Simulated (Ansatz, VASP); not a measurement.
**Re in VASP and in Ansatz**

INCAR

```
SYSTEM = Re
ALGO     = Fast           ! electronic algorithm
EDIFF    = 1E-6           ! SCF threshold, eV
EDIFFG   = -0.01          ! ionic threshold
ENCUT    = 600            ! plane-wave cutoff, eV
GGA      = PE             ! functional
IBRION   = 2              ! ionic algorithm
ISIF     = 3              ! what is computed and relaxed
ISMEAR   = 0              ! smearing method
LASPH    = .TRUE.         ! aspherical terms in the spheres
LCHARG   = .FALSE.        ! write CHGCAR
LREAL    = .FALSE.        ! projectors in reciprocal space
LWAVE    = .FALSE.        ! write WAVECAR
NELM     = 60             ! most SCF steps
NSW      = 100            ! ionic steps
PREC     = Accurate       ! precision mode
SIGMA    = 0.1            ! smearing width, eV
```

KPOINTS

```
k-points
0
G
  8 8 8
  0 0 0
```

Contents of POSCAR:

```
Re
1.0
   -3.4319627657      3.4319627657      3.4319627657
    3.4319627657     -3.4319627657      3.4319627657
    3.4319627657      3.4319627657     -3.4319627657
Re
8
Direct
    0.2002321330      0.2002321330      0.2002321330
    0.5000000000      0.0000000000      0.2997678670
    0.2997678670      0.5000000000      0.0000000000
    0.0000000000      0.2997678670      0.5000000000
    0.7997678670      0.7997678670      0.7997678670
    0.5000000000      0.0000000000      0.7002321330
    0.7002321330      0.5000000000      0.0000000000
    0.0000000000      0.7002321330      0.5000000000
```

Input for Ansatz:

```yaml
crystal:
  lattice:
    - [-3.4319627657, 3.4319627657, 3.4319627657]
    - [3.4319627657, -3.4319627657, 3.4319627657]
    - [3.4319627657, 3.4319627657, -3.4319627657]
  atoms:
    - { symbol: Re, position: [0.200232133, 0.200232133, 0.200232133] }
    - { symbol: Re, position: [0.5, 0.0, 0.299767867] }
    - { symbol: Re, position: [0.299767867, 0.5, 0.0] }
    - { symbol: Re, position: [0.0, 0.299767867, 0.5] }
    - { symbol: Re, position: [0.799767867, 0.799767867, 0.799767867] }
    - { symbol: Re, position: [0.5, 0.0, 0.700232133] }
    - { symbol: Re, position: [0.700232133, 0.5, 0.0] }
    - { symbol: Re, position: [0.0, 0.700232133, 0.5] }
basis:
  ecutwfc: 420
kpoints:
  mp_grid: { grid: [8, 8, 8] }
hamiltonian:
  xc: pbe
scf:
  occupations: { method: gaussian, width: 0.1 }
output:
  forces: true
  stress: true
  eigenvalues: true
relax:
  adjacent_minimum: "off"
  f_tol: 0.01
  max_steps: 80
  cell: { stress_tol: 0.05 }
```

Alike in both runs: task relaxation of cell and atoms; functional PBE; k mesh 8 × 8 × 8; occupations gaussian, width 0.1 eV; no spin polarisation.

|  | VASP | Ansatz |
| --- | --- | --- |
| version | VASP 6.6.1 | Ansatz 0.2.0 |
| potentials or method | VASP PAW PBE potentials, release 64 (Re), cutoff 600 eV | scalar-relativistic, plane waves, PAW |
| valence electrons in the cell | 56 | 120 |

Ansatz gave:

- gap on the k mesh at the Fermi level, each at its own relaxed structure (eV): none
- relaxed volume (Å³/atom): 20.22
- relaxed cell length with the largest relative difference (Å): 5.946

Task: What did VASP give for the same quantities?

Result: gap on the k mesh at the Fermi level, each at its own relaxed structure (eV): none; relaxed volume (Å³/atom): 20.07; relaxed cell length with the largest relative difference (Å): 5.930.

A gap of «none» marks a metal or a gap that the smearing closes. VASP's potentials hold 56 valence electrons a cell and Ansatz's 120, so a difference there can come from the potentials and not from the codes.

Spin-orbit coupling is off throughout.
